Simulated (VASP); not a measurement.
Write the native input for VASP 6.6.1 that does the following.

| Quantity | Value |
| --- | --- |
| Task | single point |
| Functional | PBE |
| Potentials or basis | VASP PAW PBE potentials, release 64 (Ga_d, Cr_pv) |
| Cutoff | 520 eV |
| k mesh | 12 × 12 × 12 |
| Occupations | gaussian, width 0.1 eV |
| Spin | collinear spin, ferromagnetic start |
| Starting moments | [0.0, 0.0, 0.0, 0.5] μB |
| Dipole correction | no |
| Further INCAR settings | ALGO = Fast; EDIFF = 1e-07; NBANDS = 38 |

The structure of CrGa3 lies in POSCAR:

```
CrGa3
1.0
    0.0000000000      3.2570989417      3.2570989417
    3.2570989417      0.0000000000      3.2570989417
    3.2570989417      3.2570989417      0.0000000000
Ga Cr
3 1
Direct
    0.2500000000      0.2500000000      0.2500000000
    0.7500000000      0.7500000000      0.7500000000
    0.5000000000      0.5000000000      0.5000000000
    0.0000000000      0.0000000000      0.0000000000
```

The input as run:

INCAR

```
SYSTEM = CrGa3
ALGO = Fast ; EDIFF = 1E-7
ENCUT = 520 ; GGA = PE
ISIF = 2 ; ISMEAR = 0
ISPIN = 2 ; LASPH = .TRUE.
LCHARG = .FALSE. ; LMAXMIX = 4
LORBIT = 11 ; LREAL = .FALSE.
LWAVE = .FALSE. ; MAGMOM = 0 0 0 0.5
NBANDS = 38 ; NELM = 150
PREC = Accurate ; SIGMA = 0.1
```

KPOINTS

```
k-points
0
G
  12 12 12
  0 0 0
```

Potentials or basis: VASP PAW PBE potentials, release 64 (Ga_d, Cr_pv).

The run is started by

```bash
$ cat potpaw_PBE.64/Ga_d/POTCAR potpaw_PBE.64/Cr_pv/POTCAR > POTCAR
$ mpirun -np 1 vasp_std > vasp.out
```

It gave:

```json
{
  "Pressure": "-7.3 GPa",
  "Net moment": "0.00 μB per cell",
  "Valence electrons inside the program's atomic spheres": "Ga 11.56, 11.53 (each value once); Cr 10.58"
}
```

Caveat: the cell stands under tension.

Run time: 20 min on 1 thread of Intel Xeon 8259CL (shared host), peak memory 0.43 GiB.
